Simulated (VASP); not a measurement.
# Cl (Fd-3m) in VASP: a series of runs

Cl is run at these levels: r2SCAN; tasks: single point.

Program: VASP 6.6.1. These are calculated values, not measurements. Logs are shortened: lines on timing, memory, paths and dates and some standing lists are left out, and cuts for length are marked.

## 1. The cell of the first run

The structure is cubic, space group Fd-3m (No. 227). Conventional cell: a = 6.381 Å, b = 6.381 Å, c = 6.381 Å, α = 90.00°, β = 90.00°, γ = 90.00°. Within 3.6 Å of Cl (site symmetry -43m) lie 4 Cl at 2.76 Å.

## 2. Single point, r2SCAN

POSCAR reads:

```
Cl
1.0
    0.0000000000      3.1902869277      3.1902869277
    3.1902869277      0.0000000000      3.1902869277
    3.1902869277      3.1902869277      0.0000000000
Cl
2
Direct
    1.0000000000      1.0000000000      1.0000000000
    0.2500000000      0.2500000000      0.2500000000
```

INCAR.step1 reads:

```
SYSTEM = Cl
ALGO = Normal
EDIFF = 1E-4
ENCUT = 520
GGA = PE
ISMEAR = -1
LASPH = .True.
LCHARG = .False.
LREAL = .False.
LWAVE = .True.
NBANDS = 14
NELM = 100
PREC = Accurate
SIGMA = 0.05
```

INCAR.step2 reads:

```
SYSTEM = Cl
ALGO = Normal
EDIFF = 1E-6
ENCUT = 520
ISIF = 2
ISMEAR = -1
ISTART = 1
LASPH = .True.
LCHARG = .False.
LMIXTAU = .True.
LREAL = .False.
LWAVE = .False.
METAGGA = R2SCAN
NBANDS = 14
NELM = 100
PREC = Accurate
SIGMA = 0.05
```

KPOINTS reads:

```
k-points
0
Gamma
  6 6 6
  0 0 0
```

Potentials or basis: VASP PAW PBE potentials, release 64 (Cl).

Launch:

```console
$ cat potpaw_PBE.64/Cl/POTCAR > POTCAR
$ cp INCAR.step1 INCAR
$ mpirun -np 1 vasp_std > vasp.out
$ cp INCAR.step2 INCAR
$ mpirun -np 1 vasp_std > vasp.out
```

OUTCAR:

```text
SYSTEM = Cl
   EDIFF = 1E-6
   ENCUT = 520
   ISIF = 2
   ISMEAR = -1
   ISTART = 1
   LASPH = .True.
   LREAL = .False.
   METAGGA = R2SCAN
   NELM = 100
   PREC = Accurate

 ion  position               nearest neighbor table
   1  0.000  0.000  0.000-
   2  0.250  0.250  0.250-

  LATTYP: Found a face centered cubic cell.
 ALAT       =     6.3805738554

  Lattice vectors:

 A1 = (   0.0000000000,   3.1902869277,   3.1902869277)
 A2 = (   3.1902869277,   0.0000000000,   3.1902869277)
 A3 = (   3.1902869277,   3.1902869277,   0.0000000000)

Analysis of symmetry for initial positions (statically):
=====================================================================
 Subroutine PRICEL returns:
 Original cell was already a primitive cell.

 Routine SETGRP: Setting up the symmetry group for a
 face centered cubic supercell.

 Subroutine GETGRP returns: Found 48 space group operations
 (whereof 24 operations were pure point group operations)
 out of a pool of 48 trial point group operations.

The static configuration has the point symmetry T_d .
 The point group associated with its full space group is O_h .

Analysis of symmetry for dynamics (positions and initial velocities):
=====================================================================
 Subroutine PRICEL returns:
 Original cell was already a primitive cell.

 Routine SETGRP: Setting up the symmetry group for a
 face centered cubic supercell.

 Subroutine GETGRP returns: Found 48 space group operations
 (whereof 24 operations were pure point group operations)
 out of a pool of 48 trial point group operations.

The dynamic configuration has the point symmetry T_d .
 The point group associated with its full space group is O_h .

 Subroutine INISYM returns: Found 48 space group operations
 (whereof 24 operations are pure point group operations),
 and found     1 'primitive' translations

----------------------------------------------------------------------------------------

                                     Primitive cell

  volume of cell :      64.9410

  direct lattice vectors                    reciprocal lattice vectors
     0.000000000  3.190286928  3.190286928    -0.156725715  0.156725715  0.156725715
     3.190286928  0.000000000  3.190286928     0.156725715 -0.156725715  0.156725715
     3.190286928  3.190286928  0.000000000     0.156725715  0.156725715 -0.156725715

  length of vectors
     4.511747041  4.511747041  4.511747041     0.271456901  0.271456901  0.271456901

  position of ions in fractional coordinates (direct lattice)
     0.000000000  0.000000000  0.000000000
     0.250000000  0.250000000  0.250000000

  ion indices of the primitive-cell ions
   primitive index   ion index
                 1           1
                 2           2

----------------------------------------------------------------------------------------

 KPOINTS: k-points

Automatic generation of k-mesh.
 Grid dimensions read from file:
 generate k-points for:    6    6    6

 Generating k-lattice:

  Cartesian coordinates                     Fractional coordinates (reciprocal lattice)
    -0.026120953  0.026120953  0.026120953     0.166666667  0.000000000  0.000000000
     0.026120953 -0.026120953  0.026120953     0.000000000  0.166666667  0.000000000
     0.026120953  0.026120953 -0.026120953     0.000000000  0.000000000  0.166666667

  Length of vectors
     0.045242817  0.045242817  0.045242817

  Shift w.r.t. Gamma in fractional coordinates (k-lattice)
     0.000000000  0.000000000  0.000000000

 Subroutine IBZKPT returns following result:
 ===========================================

 Found     16 irreducible k-points:

 Following reciprocal coordinates:
            Coordinates               Weight
  0.000000  0.000000  0.000000      1.000000
  0.166667  0.000000  0.000000      8.000000
  0.333333  0.000000  0.000000      8.000000
  0.500000  0.000000  0.000000      4.000000
  0.166667  0.166667  0.000000      6.000000
  0.333333  0.166667  0.000000     24.000000
[... 8 lines left out ...]
 -0.333333  0.333333  0.166667     24.000000
 -0.333333  0.500000  0.166667     12.000000
   k-points           NKPTS =     16   k-points in BZ     NKDIM =     16   number of bands    NBANDS=     14
   number of dos      NEDOS =    301   number of ions     NIONS =      2
   total plane-waves  NPLWV =  46656
   dimension x,y,z NGX =    36 NGY =   36 NGZ =   36
   dimension x,y,z NGXF=    72 NGYF=   72 NGZF=   72
   ions per type =               2
   NGX,Y,Z   is equivalent  to a cutoff of  13.27, 13.27, 13.27 a.u.
   NGXF,Y,Z  is equivalent  to a cutoff of  26.53, 26.53, 26.53 a.u.
 SYSTEM =  Cl
   PREC   = accura    normal or accurate (medium, high low for compatibility)
   ISTART =      1    job   : 0-new  1-cont  2-samecut
   ICHARG =      0    charge: 1-file 2-atom 10-const
   ISPIN  =      1    spin polarized calculation?
   LNONCOLLINEAR =      F non collinear calculations
   LSORBIT =      F    spin-orbit coupling
   LASPH  =      T    aspherical Exc in radial PAW
   ENCUT  =  520.0 eV  38.22 Ry    6.18 a.u.   8.39  8.39  8.39*2*pi/ulx,y,z
   NELM   =    100;   NELMIN=  2; NELMDL=  0     # of ELM steps
   EDIFF  = 0.1E-05   stopping-criterion for ELM
   LREAL  =      F    real-space projection
   EDIFFG = 0.1E-04   stopping-criterion for IOM
   NSW    =      0    number of steps for IOM
   IBRION =     -1    ionic relax: 0-MD 1-quasi-New 2-CG
   NFREE  =      0    steps in history (QN), initial steepest desc. (CG)
   ISIF   =      2    stress and relaxation
   ISYM   =      2    0-nonsym 1-usesym 2-fastsym
   POTIM  = 0.5000    time-step for ionic-motion
   TEBEG  =    0.0;   TEEND  =   0.0 temperature during run
   PSTRESS=    0.0 pullay stress
   NELECT =      14.0000    total number of electrons
   NUPDOWN=      -1.0000    fix difference up-down
   EMIN   =  10.00;   EMAX   =-10.00  energy-range for DOS
   EFERMI =   0.00;   METHOD = LEGACY
   ISMEAR =    -1;   SIGMA  =   0.05  broadening in eV -4-tet -1-fermi 0-gaus
   EFERMI_NEDOS =   21; number of points for ismear=-14 and -15
   IALGO  =     38    algorithm
   IMIX   =      4    mixing-type and parameters
     AMIX     =   0.40;   BMIX     =  1.00
     AMIX_MAG =   1.60;   BMIX_MAG =  1.00
  volume/ion in A,a.u.               =      32.47       219.12
  Fermi-wavevector in a.u.,A,eV,Ry     =   0.981622  1.854997 13.110335  0.963582
  Thomas-Fermi vector in A             =   2.112643
   LORBIT       =      0    0 simple, 1 ext, 2 COOP (PROOUT), +10 PAW based schemes
   METAGGA = R2SCAN    functional components
   LHFCALC =     F    Hartree Fock is set to
   AEXX    =    0.0000 exact exchange contribution
   IVDW    =     0    specifies the selected vdW correction
   LEPSILON=     F    determine dielectric tensor
   LRPA    =     F    only Hartree local field effects (RPA)
 non-spin polarized calculation
  energy-cutoff  :      520.00
  volume of cell :       64.94
 maximum number of plane-waves:      1807
 NGX is ok and might be reduce to    36
   NGX = 17   NGY = 17   NGZ = 17

 number of electron      13.9999997 magnetization

 Free energy of the ion-electron system (eV)
  ---------------------------------------------------
  ext. energy  EPLUGINS =         0.00000000
  ---------------------------------------------------
  free energy    TOTEN  =       -10.26409890 eV

  energy without entropy =      -10.22436239  energy(sigma->0) =      -10.24423065

 E-fermi :  -1.3072     XC(G=0):  -7.6619

 val. band max:       -1.3536321775   @ k =   0.5000   0.3333   0.1667
 cond. band min:      -1.3039372467   @ k =  -0.3333   0.3333   0.0000
 fundamental gap:      0.0496949308
 Fermi energy:        -1.3071875501

 k-point     1 :       0.0000    0.0000    0.0000
  band No.  band energies     occupation
      1     -17.3032      2.00000
      2     -14.5843      2.00000
      3      -4.2527      2.00000
      4      -4.2527      2.00000
      5      -4.2527      2.00000
      6      -2.2585      2.00000
      7      -2.2585      2.00000
      8      -2.2585      2.00000
      9       5.4734      0.00000
     10       9.8720      0.00000
     11       9.8720      0.00000
     12      11.4149      0.00000
     13      11.4149      0.00000
     14      11.4149      0.00000

 k-point     2 :       0.1667    0.0000    0.0000
  band No.  band energies     occupation
      1     -17.1899      2.00000
      2     -14.7523      2.00000
      3      -4.3840      2.00000
      4      -4.3840      2.00000
      5      -4.3682      2.00000
      6      -2.1072      2.00000
      7      -2.0852      2.00000
      8      -2.0852      2.00000
      9       6.0066      0.00000
     10       9.4317      0.00000
     11       9.4317      0.00000
     12      10.9335      0.00000
     13      12.4660      0.00000
     14      12.4660      0.00000

 k-point     3 :       0.3333    0.0000    0.0000
  band No.  band energies     occupation
      1     -16.9059      2.00000
      2     -15.1421      2.00000
      3      -4.6257      2.00000
      4      -4.5986      2.00000
      5      -4.5986      2.00000
      6      -1.7917      1.99988
      7      -1.7917      1.99988
      8      -1.6977      1.99919
      9       7.0326      0.00000
     10       9.3205      0.00000
     11       9.3205      0.00000
     12       9.7157      0.00000
     13      12.3113      0.00000
     14      12.3500      0.00000
[... 188 lines left out ...]
 k-point    15 :      -0.3333    0.3333    0.1667
  band No.  band energies     occupation
      1     -16.4005      2.00000
      2     -15.7436      2.00000
      3      -5.3383      2.00000
      4      -5.0166      2.00000
      5      -3.5717      2.00000
      6      -2.5073      2.00000
      7      -1.2583      0.54703
      8      -1.0657      0.01584
      9       7.1915      0.00000
     10       7.6939      0.00000
     11      10.1533      0.00000
     12      11.2612      0.00000
     13      12.3465      0.00000
     14      13.7427      0.00000

 k-point    16 :      -0.3333    0.5000    0.1667
  band No.  band energies     occupation
      1     -16.0798      2.00000
      2     -16.0798      2.00000
      3      -5.2333      2.00000
      4      -5.2333      2.00000
      5      -3.0828      2.00000
      6      -3.0827      2.00000
      7      -1.0368      0.00892
      8      -1.0368      0.00892
      9       7.2746      0.00000
     10       7.2746      0.00000
     11      11.2188      0.00000
     12      11.2189      0.00000
     13      13.2449      0.00000
     14      13.2449      0.00000

------------------------ aborting loop because EDIFF is reached ----------------------------------------

  FORCE on cell =-STRESS in cart. coord.  units (eV):
  Direction    XX          YY          ZZ          XY          YZ          ZX
  --------------------------------------------------------------------------------------
  -------------------------------------------------------------------------------------
  Total        0.0897286      0.0897286      0.0897286      0.0000000      0.0000000      0.0000000
  in kB        2.2137181      2.2137181      2.2137181      0.0000000      0.0000000      0.0000000
  external PRESSURE =       2.2137181 kB  Pullay stress =       0.0000000 kB

 VOLUME and BASIS-vectors are now :
 -----------------------------------------------------------------------------
  energy-cutoff  :      520.00
  volume of cell :       64.94
      direct lattice vectors                 reciprocal lattice vectors
     0.000000000  3.190286928  3.190286928    -0.156725715  0.156725715  0.156725715
     3.190286928  0.000000000  3.190286928     0.156725715 -0.156725715  0.156725715
     3.190286928  3.190286928  0.000000000     0.156725715  0.156725715 -0.156725715

 POSITION                                       TOTAL-FORCE (eV/Angst)
 -----------------------------------------------------------------------------------
      0.00000      0.00000      0.00000         0.000000      0.000000      0.000000
      1.59514      1.59514      1.59514        -0.000000     -0.000000     -0.000000
 -----------------------------------------------------------------------------------
    total drift:                                0.000000      0.000000      0.000000

  FREE ENERGIE OF THE ION-ELECTRON SYSTEM (eV)
  ---------------------------------------------------
  free  energy   TOTEN  =       -10.2640988991 eV

  energy  without entropy=      -10.2243623936  energy(sigma->0) =      -10.24423065
```

Wall time 22 s (1 thread of Intel Xeon 6975P-C (Granite Rapids), shared host); peak memory 0.2 GiB.

Results:

```yaml
Free_energy: -10.2641 eV
Pressure: 0.2 GPa
Band_gap_on_the_k_mesh: zero (band 7 reaches -0.95 eV, above the bottom of band 8 at -2.26 eV)
```

Caveat: the PAW data sets were made with another functional, which shifts forces and pressure a little.

(Part 1 of 2 ends here.)
